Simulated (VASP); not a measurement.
# InW8C8 in VASP: further runs, part 2 of 2

VASP 6.6.1.

### Step 3. Single point, PBE

INCAR reads:

```
  ALGO = Normal
  EDIFF = 1E-7
  ENCUT = 520
  GGA = PE
  ISIF = 2
  ISMEAR = 0
  LASPH = True
  LCHARG = False
  LREAL = Auto
  LWAVE = False
  NBANDS = 92
  NELM = 60
  PREC = Accurate
  SIGMA = 0.05
```

KPOINTS reads:

```
k-points
0
Gamma
  3 3 1
```

POSCAR reads:

```
InW8C8
1.0
    5.8006000000      0.0000000000      0.0000000000
   -2.9003000000      5.0234670000      0.0000000000
    0.0000000000      0.0000000000     15.2466500000
W C In
8 8 1
Direct
    0.0000000000      0.0000000000      0.0655881784
    0.0039398828      0.0041722181      0.2515284997
    0.0000000498      0.5000000995      0.0655881784
    0.0010891963      0.5028907326      0.2543861766
    0.5000000000      0.0000000000      0.0655881784
    0.5029883988      0.0025478420      0.2541518301
    0.5000000498      0.5000000995      0.0655881784
    0.5026619078      0.5048342111      0.2542191235
    0.3336005956      0.1672908372      0.1519604634
    0.3391168856      0.1731618820      0.3266497231
    0.3337278993      0.6672527161      0.1523197555
    0.3371381939      0.6728199867      0.3287897997
    0.8326135003      0.1673378167      0.1519584958
    0.8467592585      0.1764247680      0.3307157310
    0.8325239367      0.6664222140      0.1520913775
    0.8466515683      0.6773771979      0.3306941525
    0.8199640517      0.9157350889      0.4509200382
```

Potentials or basis: VASP PAW PBE potentials, release 64 (W_sv, C, In_d).

Started as:

```bash
> cat potpaw_PBE.64/W_sv/POTCAR potpaw_PBE.64/C/POTCAR potpaw_PBE.64/In_d/POTCAR > POTCAR
> mpirun -np 1 vasp_std > vasp.out
```

OUTCAR:

```text
EDIFF = 1E-7
   ENCUT = 520
   GGA = PE
   ISIF = 2
   ISMEAR = 0
   LASPH = True
   LREAL = Auto
   NELM = 60
   PREC = Accurate

 ion  position               nearest neighbor table
   1  0.000  0.000  0.066-   9 2.13  15 2.13  13 2.14   2 2.84   7 2.90   3 2.90   5 2.90   5 2.90
                             3 2.90   7 2.90
   2  0.004  0.004  0.252-  10 2.04  16 2.04  14 2.05   9 2.25  13 2.26  15 2.28   1 2.84   8 2.90
                             6 2.90   4 2.90   6 2.90   4 2.90   8 2.90  17 3.18
   3  0.000  0.500  0.066-  13 2.13  15 2.13  11 2.14   4 2.88   5 2.90   1 2.90   7 2.90   7 2.90
                             1 2.90   5 2.90
   4  0.001  0.503  0.254-  14 2.01  16 2.02  12 2.03  11 2.28  15 2.28  13 2.30   3 2.88   6 2.90
                             8 2.90   2 2.90   2 2.90   8 2.90   6 2.90
   5  0.500  0.000  0.066-  13 2.13  11 2.13   9 2.13   6 2.88   3 2.90   7 2.90   1 2.90   1 2.90
                             7 2.90   3 2.90
   6  0.503  0.003  0.254-  12 2.01  10 2.01  14 2.08  13 2.27   9 2.29  11 2.29   5 2.88   8 2.89
                             4 2.90   2 2.90   2 2.90   4 2.90   8 2.91  17 3.68
   7  0.500  0.500  0.066-   9 2.13  15 2.13  11 2.13   8 2.88   1 2.90   5 2.90   3 2.90   3 2.90
                             5 2.90   1 2.90
   8  0.503  0.505  0.254-  10 2.00  12 2.02  16 2.08  15 2.27  11 2.28   9 2.30   7 2.88   6 2.89
                             4 2.90   2 2.90   2 2.90   4 2.90   6 2.91  17 3.70
   9  0.334  0.167  0.152-   7 2.13   1 2.13   5 2.13   2 2.25   6 2.29   8 2.30
  10  0.339  0.173  0.327-   8 2.00   6 2.01   2 2.04
  11  0.334  0.667  0.152-   5 2.13   7 2.13   3 2.14   8 2.28   4 2.28   6 2.29
  12  0.337  0.673  0.329-   6 2.01   8 2.02   4 2.03
  13  0.833  0.167  0.152-   5 2.13   3 2.13   1 2.14   2 2.26   6 2.27   4 2.30
  14  0.847  0.176  0.331-   4 2.01   2 2.05   6 2.08  17 2.33
  15  0.833  0.666  0.152-   7 2.13   1 2.13   3 2.13   8 2.27   2 2.28   4 2.28
  16  0.847  0.677  0.331-   4 2.02   2 2.04   8 2.08  17 2.35
  17  0.820  0.916  0.451-  14 2.33  16 2.35   2 3.18   6 3.68   8 3.70

  LATTYP: Found a hexagonal cell.
 ALAT       =     5.8006000000
 C/A-ratio  =     2.6284608489

  Lattice vectors:

 A1 = (   5.8006000000,   0.0000000000,   0.0000000000)
 A2 = (  -2.9003000000,   5.0234670000,   0.0000000000)
 A3 = (   0.0000000000,   0.0000000000,  15.2466500000)

Analysis of symmetry for initial positions (statically):
=====================================================================
 Subroutine PRICEL returns:
 Original cell was already a primitive cell.

 Routine SETGRP: Setting up the symmetry group for a
 hexagonal supercell.

 Subroutine GETGRP returns: Found  1 space group operations
 (whereof  1 operations were pure point group operations)
 out of a pool of 24 trial point group operations.

The static configuration has the point symmetry C_1 .

Analysis of symmetry for dynamics (positions and initial velocities):
=====================================================================
 Subroutine PRICEL returns:
 Original cell was already a primitive cell.

 Routine SETGRP: Setting up the symmetry group for a
 hexagonal supercell.

 Subroutine GETGRP returns: Found  1 space group operations
 (whereof  1 operations were pure point group operations)
 out of a pool of 24 trial point group operations.

The dynamic configuration has the point symmetry C_1 .

[... 88 lines left out ...]
 -0.333333  0.333333  0.000000      2.000000
  0.333333  0.333333  0.000000      2.000000
   k-points           NKPTS =      5   k-points in BZ     NKDIM =      5   number of bands    NBANDS=     92
   number of dos      NEDOS =    301   number of ions     NIONS =     17
   total plane-waves  NPLWV = 276480
   dimension x,y,z NGX =    48 NGY =   48 NGZ =  120
   dimension x,y,z NGXF=    96 NGYF=   96 NGZF=  240
   ions per type =               8   8   1
   NGX,Y,Z   is equivalent  to a cutoff of  13.76, 13.76, 13.08 a.u.
   NGXF,Y,Z  is equivalent  to a cutoff of  27.51, 27.51, 26.17 a.u.
 SYSTEM =  unknown system
   PREC   = accura    normal or accurate (medium, high low for compatibility)
   ISTART =      0    job   : 0-new  1-cont  2-samecut
   ICHARG =      2    charge: 1-file 2-atom 10-const
   ISPIN  =      1    spin polarized calculation?
   LNONCOLLINEAR =      F non collinear calculations
   LSORBIT =      F    spin-orbit coupling
   LASPH  =      T    aspherical Exc in radial PAW
   ENCUT  =  520.0 eV  38.22 Ry    6.18 a.u.  10.79 10.79 28.35*2*pi/ulx,y,z
   NELM   =     60;   NELMIN=  2; NELMDL= -5     # of ELM steps
   EDIFF  = 0.1E-06   stopping-criterion for ELM
   LREAL  =      T    real-space projection
   EDIFFG = 0.1E-05   stopping-criterion for IOM
   NSW    =      0    number of steps for IOM
   IBRION =     -1    ionic relax: 0-MD 1-quasi-New 2-CG
   NFREE  =      0    steps in history (QN), initial steepest desc. (CG)
   ISIF   =      2    stress and relaxation
   ISYM   =      2    0-nonsym 1-usesym 2-fastsym
   POTIM  = 0.5000    time-step for ionic-motion
   TEBEG  =    0.0;   TEEND  =   0.0 temperature during run
   PSTRESS=    0.0 pullay stress
   NELECT =     157.0000    total number of electrons
   NUPDOWN=      -1.0000    fix difference up-down
   EMIN   =  10.00;   EMAX   =-10.00  energy-range for DOS
   EFERMI =   0.00;   METHOD = LEGACY
   ISMEAR =     0;   SIGMA  =   0.05  broadening in eV -4-tet -1-fermi 0-gaus
   EFERMI_NEDOS =   21; number of points for ismear=-14 and -15
   IALGO  =     38    algorithm
   IMIX   =      4    mixing-type and parameters
     AMIX     =   0.40;   BMIX     =  1.00
     AMIX_MAG =   1.60;   BMIX_MAG =  1.00
  volume/ion in A,a.u.               =      26.13       176.36
  Fermi-wavevector in a.u.,A,eV,Ry     =   1.157420  2.187207 18.226659  1.339622
  Thomas-Fermi vector in A             =   2.294032
   LORBIT       =      0    0 simple, 1 ext, 2 COOP (PROOUT), +10 PAW based schemes
   GGA     = PE    functional components
   LHFCALC =     F    Hartree Fock is set to
   AEXX    =    0.0000 exact exchange contribution
   IVDW    =     0    specifies the selected vdW correction
   LEPSILON=     F    determine dielectric tensor
   LRPA    =     F    only Hartree local field effects (RPA)
 non-spin polarized calculation
 Gauss-broadening in eV      SIGMA  =   0.05
  energy-cutoff  :      520.00
  volume of cell :      444.27
 maximum number of plane-waves:     11985
 NGX is ok and might be reduce to    48
   NGX = 21   NGY = 21   NGZ = 57

 number of electron     156.9999995 magnetization

 Free energy of the ion-electron system (eV)
  ---------------------------------------------------
  ext. energy  EPLUGINS =         0.00000000
  ---------------------------------------------------
  free energy    TOTEN  =      -166.04983579 eV

  energy without entropy =     -166.04483469  energy(sigma->0) =     -166.04733524

 E-fermi :   1.9897     XC(G=0):  -7.1650

 val. band max:        1.8289510972   @ k =   0.0000   0.3333   0.0000
 cond. band min:       2.0135319474   @ k =   0.3333  -0.0000   0.0000
 fundamental gap:      0.1845808502
 Fermi energy:         1.9896701373

 k-point     1 :       0.0000    0.0000    0.0000
  band No.  band energies     occupation
      1     -72.0861      2.00000
      2     -72.0547      2.00000
      3     -72.0361      2.00000
      4     -72.0276      2.00000
      5     -72.0034      2.00000
      6     -71.9955      2.00000
[... 454 lines left out ...]
     89       4.1256      0.00000
     90       4.4108      0.00000
 [bands above 90 left out]

------------------------ aborting loop because EDIFF is reached ----------------------------------------

  FORCE on cell =-STRESS in cart. coord.  units (eV):
  Direction    XX          YY          ZZ          XY          YZ          ZX
  --------------------------------------------------------------------------------------
  -------------------------------------------------------------------------------------
  Total        7.6116986      8.8374597      0.9713456     -0.4165695     -1.0092879     -0.4844361
  in kB       27.4499314     31.8703716      3.5029461     -1.5022670     -3.6397766     -1.7470131
  external PRESSURE =      20.9410830 kB  Pullay stress =       0.0000000 kB

 VOLUME and BASIS-vectors are now :
 -----------------------------------------------------------------------------
  energy-cutoff  :      520.00
  volume of cell :      444.27
      direct lattice vectors                 reciprocal lattice vectors
     5.800600000  0.000000000  0.000000000     0.172395959  0.099532853  0.000000000
    -2.900300000  5.023467000  0.000000000     0.000000000  0.199065705  0.000000000
     0.000000000  0.000000000 15.246650000     0.000000000  0.000000000  0.065588178

 POSITION                                       TOTAL-FORCE (eV/Angst)
 -----------------------------------------------------------------------------------
      0.00000      0.00000      1.00000        -0.025527      0.023869     -0.291555
      0.01075      0.02096      3.83497         0.012378      0.001072     -0.022094
     -1.45015      2.51173      1.00000        -0.027054      0.034710      0.082181
     -1.45222      2.52625      3.87854         0.012662     -0.004380     -0.031155
      2.90030      0.00000      1.00000         0.047531      0.053686     -0.020685
      2.91024      0.01280      3.87496         0.014716     -0.001593     -0.034413
[... 9 lines left out ...]
      2.94649      3.40278      5.04198         0.029835     -0.013359      0.092240
      2.10038      4.60016      6.87502        -0.191462     -0.131386      0.030878
 -----------------------------------------------------------------------------------
    total drift:                               -0.008637     -0.000308      0.023782

  FREE ENERGIE OF THE ION-ELECTRON SYSTEM (eV)
  ---------------------------------------------------
  free  energy   TOTEN  =      -166.0498357934 eV

  energy  without entropy=     -166.0448346909  energy(sigma->0) =     -166.04733524
```

It took 8.1 min on 1 thread of Intel Xeon Platinum 8488C (Sapphire Rapids), shared host; peak memory 0.63 GiB.

Results:

```yaml
Free_energy: -166.0498 eV
Largest_force: 0.294 eV/Å
Band_gap_on_the_k_mesh: zero (an odd number of electrons rules out a gap without spin polarisation)
```

Forces in eV/Å, atoms in the order of the input:
```
W   -0.026  0.024 -0.292
W    0.012  0.001 -0.022
W   -0.027  0.035  0.082
W    0.013 -0.004 -0.031
W    0.048  0.054 -0.021
W    0.015 -0.002 -0.034
W    0.022  0.088 -0.019
W    0.017  0.001 -0.034
C    0.002 -0.003  0.002
C    0.023 -0.005  0.073
C    0.003  0.000 -0.006
C    0.019 -0.026  0.086
C    0.004 -0.004  0.007
C    0.029 -0.007  0.083
C    0.007 -0.005  0.001
C    0.030 -0.013  0.092
In  -0.191 -0.131  0.031
```

Caveat: the k points lie up to 0.42 Å⁻¹ apart, too coarse for converged energies and pressures of a metal; spin-orbit coupling is left out, which moves the levels of the heavy elements.
